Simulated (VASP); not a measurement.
Write the native input for VASP 6.6.1 that does the following.

```
Task                   : single point
Functional             : PBEsol
Potentials or basis    : VASP PAW PBE potentials, release 64 (Sr_sv)
Cutoff                 : 520 eV
k mesh                 : 10 × 10 × 10
Occupations            : gaussian, width 0.03 eV
Spin                   : no spin polarisation
Dipole correction      : no
Further INCAR settings : ALGO = Normal; EDIFF = 1e-07; NBANDS = 11
```

The structure of Sr lies in POSCAR:

```
Sr
1.0
    0.0190146875      3.0423500000      3.0423500000
    3.0423500000      0.0190146875      3.0423500000
    3.0613646875      3.0613646875      0.0000000000
Sr
1
Direct
    0.0000000000      0.0000000000      0.0000000000
```

This cell differs from its parent crystal: strain +0.0125 x Voigt [0, 0, 0, 0, 0, 1].

These files were run (other wordings do the same):

INCAR

```
SYSTEM = Sr
  PREC = Accurate
  ENCUT = 520
  EDIFF = 1E-7
  ISMEAR = 0
  SIGMA = 0.03
  LREAL = .False.
  LASPH = .True.
  NELM = 80
  ALGO = Normal
  ISIF = 2
  LWAVE = .False.
  LCHARG = .True.
  GGA = PS
  LELF = .True.
  LVHAR = .True.
  NBANDS = 11
```

KPOINTS

```
regular mesh
0
Gamma
  10 10 10
  0 0 0
```

Potentials or basis: VASP PAW PBE potentials, release 64 (Sr_sv).

Command:

```console
$ cat potpaw_PBE.64/Sr_sv/POTCAR > POTCAR
$ mpirun -np 1 vasp_std > vasp.out
```

Results of the run:

```json
{
  "Pressure": "-0.9 GPa",
  "Band gap on the k mesh": "zero (band 5 reaches 1.48 eV, above the bottom of band 6 at 1.41 eV)"
}
```

Caveat: the cell differs from its parent crystal (strain +0.0125 x Voigt [0, 0, 0, 0, 0, 1]); the PAW data sets were made with another functional, which shifts forces and pressure a little.

It took 26 s on 1 thread of Intel(R) Xeon(R) 6975P-C (Granite Rapids) (shared host), peak memory 0.24 GiB.
